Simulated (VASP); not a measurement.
NaScI4, 6 atoms in the cell. It takes space group C2/m (No. 12, monoclinic). Conventional cell: a = 15.589 Å, b = 4.195 Å, c = 7.715 Å, α = 90.00°, β = 118.17°, γ = 90.00°. Na (site symmetry 2/m) has 6 I at 3.11 to 3.22 Å and 2 Na at 4.20 Å within 4.2 Å. Sc (site symmetry 2/m) has 6 I at 2.81 to 2.92 Å within 3.7 Å. Within 3.8 Å of I (site symmetry m) lie 2 Sc at 2.92 Å and 1 Na at 3.22 Å. I (site symmetry m) has 1 Sc at 2.81 Å and 2 Na at 3.11 Å within 3.7 Å. 

* Program: VASP 6.6.1
* Task: single point
* Functional: PBEsol
* Potentials or basis: VASP PAW PBE potentials, release 64 (Na_pv, Sc_sv, I)
* Cutoff: 520 eV
* k mesh: 6 × 6 × 4
* Occupations: fermi-dirac, width 0.03 eV
* Spin: no spin polarisation
* Dipole correction: no
* Further INCAR settings: ALGO = Normal; EDIFF = 1e-06; NBANDS = 32

Potentials or basis: VASP PAW PBE potentials, release 64 (Na_pv, Sc_sv, I).

Run with:

```bash
$ cat potpaw_PBE.64/Na_pv/POTCAR potpaw_PBE.64/Sc_sv/POTCAR potpaw_PBE.64/I/POTCAR > POTCAR
$ mpirun -np 1 vasp_std > vasp.out
```

Hardware: 1 thread of AMD EPYC 7R13 Processor (Zen 3), on a shared host.

Question: How long does it take, and how much memory?

Answer: Wall time 9.2 min on 1 thread of AMD EPYC 7R13 Processor (Zen 3), on a shared host, peak memory 0.66 GiB. Counts: scf iterations 16, k points 47.
